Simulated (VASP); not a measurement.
Crystal: CdBr3.

```
CELL_PARAMETERS angstrom
3.96688 0.00000 0.00000
0.00000 3.96688 0.00000
0.00000 0.00000 10.37238
ATOMIC_POSITIONS crystal
Cd 0.00000 0.00000 0.00000
Br 0.50000 0.50000 0.76217
Br 0.00000 0.00000 0.50000
Br 0.50000 0.50000 0.23783
```

The cell was generated, and may not be a known phase.

| Quantity | Value |
| --- | --- |
| Program | VASP 6.6.1 |
| Task | relaxation of cell and atoms |
| Functional | PBE |
| Potentials or basis | VASP PAW PBE potentials, release 64 (Cd, Br) |
| Cutoff | 600 eV |
| k mesh | 4 × 4 × 2 |
| Occupations | gaussian, width 0.1 eV |
| Spin | no spin polarisation |

At the start: pressure -4.7 GPa; volume 40.81 Å³/atom.

Question: How do energy, volume and symmetry change on relaxing?

Answer: Over 23 steps the energy falls by 645.3 meV/atom and the volume is 31.64 Å³/atom (-22.5 %); space group P4/mmm (No. 123, to 0.1 Å) before and after.

Step by step:
| step | energy change (eV) | largest force (eV/Å) | pressure (GPa) | volume (Å³) |
| --- | --- | --- | --- | --- |
| 1 | 0.0000 | 1.1557 | -4.66 | 163.22 |
| 2 | -1.0369 | 1.4148 | -4.99 | 136.71 |
| 3 | 0.0236 | 1.0336 | 30.80 | 73.87 |
| 4 | -1.6279 | 1.4466 | -3.53 | 117.37 |
| 5 | -1.6481 | 0.6248 | 9.06 | 88.21 |
| 6 | -1.9129 | 1.2836 | -0.28 | 103.70 |
| 7 | -1.9296 | 1.1629 | 1.55 | 99.28 |
| 8 | -2.0929 | 0.6715 | 2.00 | 99.63 |
| 9 | -2.1429 | 0.0524 | 2.76 | 99.94 |
| 10 | -2.2747 | 0.0971 | -0.17 | 109.00 |
| 11 | -2.2877 | 0.1460 | -1.53 | 115.48 |
| 12 | -2.4248 | 0.2012 | -1.31 | 117.02 |
| 13 | -2.5509 | 0.2625 | -0.05 | 118.64 |
| 14 | -2.5512 | 0.2647 | 0.02 | 118.68 |
| 15 | -2.5642 | 0.0515 | 0.47 | 119.25 |
| 16 | -2.5652 | 0.0280 | 0.64 | 119.45 |
| 17 | -2.5727 | 0.0195 | 0.04 | 123.20 |
| 18 | -2.5728 | 0.0182 | -0.05 | 123.82 |
| 19 | -2.5763 | 0.0510 | -0.16 | 125.01 |
| 20 | -2.5775 | 0.1225 | -0.27 | 126.30 |
| 21 | -2.5798 | 0.0789 | 0.02 | 126.12 |
| 22 | -2.5799 | 0.0644 | 0.12 | 126.06 |
| 23 | -2.5811 | 0.0239 | 0.13 | 126.54 |

Final structure:
```
CELL_PARAMETERS angstrom
3.43663 0.00000 0.00000
0.00000 3.43663 0.00000
0.00000 0.00000 10.71457
ATOMIC_POSITIONS crystal
Cd 0.00000 0.00000 0.00000
Br 0.50000 0.50000 0.83846
Br 0.00000 0.00000 0.50000
Br 0.50000 0.50000 0.16154
```

Caveat: the k points lie up to 0.46 Å⁻¹ apart in the final cell, too coarse for converged energies and pressures of a metal; the volume moved by over 15 % at a fixed basis, so the end points are rough; this functional lacks dispersion, which binds layers or chains, so the pressure and a relaxed spacing across them are unreliable; an odd number of electrons without spin polarisation forces a metal; a magnetic or distorted state may lie lower.
